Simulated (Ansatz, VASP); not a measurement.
# B5W in VASP and in Ansatz

```
CELL_PARAMETERS angstrom
4.31095 0.00000 0.00000
-2.15548 3.73339 0.00000
0.00000 0.00000 5.82138
ATOMIC_POSITIONS crystal
B 0.50001 0.00000 0.00000
B 0.00000 0.50001 0.00000
B 0.49999 0.49999 0.00000
B 0.00000 0.00000 0.64182
B 0.00000 0.00000 0.35818
W 0.00000 0.00000 0.00000
```

Alike in both runs: functional PBE; k mesh 6 × 6 × 4; occupations gaussian, width 0.1 eV; no spin polarisation.

Ansatz relaxed the structure, and its values are those at the end. VASP's run is a single point on that final structure, the one shown.

```csv
,VASP,Ansatz
version,VASP 6.6.1,Ansatz 0.2.0
potentials or method,"VASP PAW PBE potentials, release 64 (B, W_sv), cutoff 520 eV","scalar-relativistic, plane waves, PAW"
valence electrons in the cell,29,29
```

```tsv
	VASP	Ansatz	Ansatz less VASP
gap on the k mesh at the Fermi level (eV)	none	none	-
pressure (GPa)	0.2	0.1	-0.05
rms of the force components (eV/Å)	0.001	0.006	+0.0046
```

A gap of «none» marks a metal or a gap that the smearing closes. The functional is the same, so the differences come from potentials, cutoffs and numerics.

Spin-orbit coupling is off throughout.
